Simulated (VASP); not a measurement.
A run of VASP 6.6.1 is set up as follows.

The input INCAR:

```
ALGO     = Normal         # electronic algorithm
EDIFF    = 1E-6           # SCF threshold, eV
ENCUT    = 600            # plane-wave cutoff, eV
GGA      = PE             # functional
GGA_COMPAT= F            
ISIF     = 2              # what is computed and relaxed
ISMEAR   = 0              # smearing method
LASPH    = T              # aspherical terms in the spheres
LCHARG   = T              # write CHGCAR
LELF     = T              # ELF
LREAL    = F              # projectors in reciprocal space
LVHAR    = T            
LWAVE    = F              # write WAVECAR
NBANDS   = 34             # bands
NELM     = 120            # most SCF steps
PREC     = Accurate       # precision mode
SIGMA    = 0.1            # smearing width, eV
```

The input KPOINTS:

```
k-points
0
Gamma
  4 4 4
```

Contents of POSCAR:

```
TaPbO4
1.0
    0.0000000000      3.5387036600      3.5387036600
    3.5387036600      0.0000000000      3.5387036600
    3.5387036600      3.5387036600      0.0000000000
Ta Pb O
1 1 4
Direct
    0.7500000000      0.7500000000      0.7500000000
    0.0000000000      0.0000000000      0.0000000000
    0.8746970000      0.3751010000      0.3751010000
    0.3751010000      0.3751010000      0.3751010000
    0.3751010000      0.8746970000      0.3751010000
    0.3751010000      0.3751010000      0.8746970000
```

Potentials or basis: VASP PAW PBE potentials, release 64 (Ta_pv, Pb_d, O).

Run with:

```bash
$ cat potpaw_PBE.64/Ta_pv/POTCAR potpaw_PBE.64/Pb_d/POTCAR potpaw_PBE.64/O/POTCAR > POTCAR
$ mpirun -np 1 vasp_std > vasp.out
```

Estimate the largest force.

0.256 eV/Å.

Estimate the pressure.

-20.3 GPa.

Forces on the atoms (eV/Å):
```
Ta   0.000  0.000  0.000
Pb   0.000  0.000  0.000
O    0.148 -0.148 -0.148
O    0.148  0.148  0.148
O   -0.148  0.148 -0.148
O   -0.148 -0.148  0.148
```

Caveat: the k points lie up to 0.38 Å⁻¹ apart; an odd number of electrons without spin polarisation forces a metal; a magnetic or distorted state may lie lower.
